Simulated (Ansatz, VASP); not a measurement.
## B2P3 in VASP and in Ansatz

```xyz
5
Lattice="3.9968 0.0000 0.0000 0.0000 3.9968 0.0000 0.0000 0.0000 3.9968" Properties=species:S:1:pos:R:3 pbc="T T T"
B     0.0000    0.0000    0.0000
B     1.9984    1.9984    1.9984
P     1.9984    0.0000    0.0000
P     0.0000    1.9984    0.0000
P     0.0000    0.0000    1.9984
```

Alike in both runs: task relaxation of cell and atoms; functional PBE; k mesh 10 × 10 × 10; occupations gaussian, width 0.1 eV; no spin polarisation.

|  | VASP | Ansatz |
| --- | --- | --- |
| version | VASP 6.6.1 | Ansatz 0.2.0 |
| potentials or method | VASP PAW PBE potentials, release 64 (B, P), cutoff 600 eV | scalar-relativistic, plane waves, PAW |
| valence electrons in the cell | 21 | 21 |

|  | VASP | Ansatz | Ansatz less VASP |
| --- | --- | --- | --- |
| gap on the k mesh at the Fermi level, each at its own relaxed structure (eV) | none | none | - |
| relaxed volume (Å³/atom) | 12.86 | 12.86 | +0.008 |
| relaxed cell length with the largest relative difference (Å) | 4.006 | 4.007 | +0.0009 |

A gap of «none» marks a metal or a gap that the smearing closes.
